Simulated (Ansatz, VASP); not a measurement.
One calculation of KC, two programs

```
CELL_PARAMETERS angstrom
2.45371 1.41665 1.99852
-2.45371 1.41665 1.99852
0.00000 -2.83330 1.99852
ATOMIC_POSITIONS crystal
K 0.33543 0.33543 0.33543
C 0.83548 0.83548 0.83548
```

Alike in both runs: functional PBE; k mesh 5 × 5 × 5; occupations gaussian, width 0.2 eV; no spin polarisation.

Ansatz relaxed the structure, and its values are those at the end. VASP's run is a single point on that final structure, the one shown.

|  | VASP | Ansatz |
| --- | --- | --- |
| version | VASP 6.6.1 | Ansatz 0.2.0 |
| potentials or method | VASP PAW PBE potentials, release 64 (K_sv, C), cutoff 600 eV | scalar-relativistic, plane waves, PAW |
| valence electrons in the cell | 13 | 13 |

|  | VASP | Ansatz | Ansatz less VASP |
| --- | --- | --- | --- |
| gap on the k mesh at the Fermi level (eV) | none | none | - |
| pressure (GPa) | 0.2 | 0.1 | -0.12 |

A gap of «none» marks a metal or a gap that the smearing closes.

The k mesh is coarse, so the values compare programs but aren't converged.
